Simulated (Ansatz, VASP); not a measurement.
## HfN: VASP beside Ansatz

```xyz
2
Lattice="0.0000 2.2226 2.3337 2.2226 0.0000 2.3337 2.2226 2.2226 0.0000" Properties=species:S:1:pos:R:3 pbc="T T T"
Hf    0.0000    0.0000    0.0000
N     2.2226    2.2226    2.3337
```

Alike in both runs: task single point; functional PBE; k mesh 20 × 20 × 20; occupations gaussian, width 0.15 eV; no spin polarisation.

|  | VASP | Ansatz |
| --- | --- | --- |
| version | VASP 6.6.1 | Ansatz 0.2.0 |
| potentials or method | VASP PAW PBE potentials, release 64 (Hf_pv, N), cutoff 520 eV | scalar-relativistic, plane waves, PAW |
| valence electrons in the cell | 15 | 31 |

|  | VASP | Ansatz | Ansatz less VASP |
| --- | --- | --- | --- |
| gap on the k mesh at the Fermi level (eV) | none | none | - |
| pressure (GPa) | 4.5 | 6.9 | +2.37 |
| traceless stress, the component that is largest in VASP (GPa) | -15.24 | -15.45 | -0.204 |

A gap of «none» marks a metal or a gap that the smearing closes. VASP's potentials hold 15 valence electrons a cell and Ansatz's 31, so a difference there can come from the potentials and not from the codes.

Neither program's run includes spin-orbit coupling.
